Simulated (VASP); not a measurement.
Input of a VASP 6.6.1 run:

Contents of INCAR:

```
SYSTEM = Pt12CO
  PREC = Accurate
  ENCUT = 520
  EDIFF = 1E-6
  ISMEAR = -1
  SIGMA = 0.05
  LREAL = .FALSE.
  LASPH = .TRUE.
  NELM = 100
  ALGO = Normal
  ISIF = 2
  LWAVE = .FALSE.
  LCHARG = .FALSE.
  LDIPOL = .TRUE.
  IDIPOL = 3
  DIPOL = 0.5 0.5 0.462
  GGA = PE
  NBANDS = 78
```

Contents of KPOINTS:

```
Automatic mesh
0
G
  6 6 1
  0 0 0
```

File POSCAR:

```
Pt12CO
1.0
    5.5377774675      0.0000000000      0.0000000000
   -2.7688887338      4.7958559674      0.0000000000
    0.0000000000      0.0000000000     23.6715763682
Pt C O
12 1 1
Direct
    0.3333333333      0.1666666667      0.3379580589
    0.3333333333      0.6666666667      0.3379580589
    0.8333333333      0.1666666667      0.3379580589
    0.8333333333      0.6666666667      0.3379580589
    0.6666666667      0.3333333333      0.4334645072
    0.6666666667      0.8333333333      0.4334645072
    0.1666666667      0.3333333333      0.4334645072
    0.1666666667      0.8333333333      0.4334645072
    0.0000000000      0.5000000000      0.5289709554
    0.0000000000      0.0000000000      0.5289709554
    0.5000000000      0.5000000000      0.5289709554
    0.5000000000      0.0000000000      0.5289709554
    0.1666666667      0.3333333333      0.6603521508
    0.1666666667      0.3333333333      0.6117706799
```

Potentials or basis: VASP PAW PBE potentials, release 64 (Pt, C, O).

Run with:

```sh
$ cat potpaw_PBE.64/Pt/POTCAR potpaw_PBE.64/C/POTCAR potpaw_PBE.64/O/POTCAR > POTCAR
$ mpirun -np 1 vasp_std > vasp.out
```

**Question.** Estimate the band gap on the k mesh.

**Answer.** Zero (bands 65 and 66 overlap by 0.79 eV).

**Question.** What does it give for the largest force?

**Answer.** 1.484 eV/Å.

Forces on the atoms (eV/Å):
```
Pt  -0.005  0.003 -0.516
Pt   0.000 -0.005 -0.516
Pt   0.005  0.003 -0.516
Pt   0.000  0.000 -0.513
Pt   0.000  0.016 -0.024
Pt   0.014 -0.008 -0.024
Pt   0.000  0.000 -0.171
Pt  -0.014 -0.008 -0.024
Pt  -0.563  0.325 -0.150
Pt   0.000 -0.650 -0.150
Pt   0.563  0.325 -0.150
Pt   0.000  0.000  0.459
C    0.000  0.000  0.810
O    0.000  0.000  1.484
```

Caveat: spin-orbit coupling is left out, which moves the levels of the heavy elements.
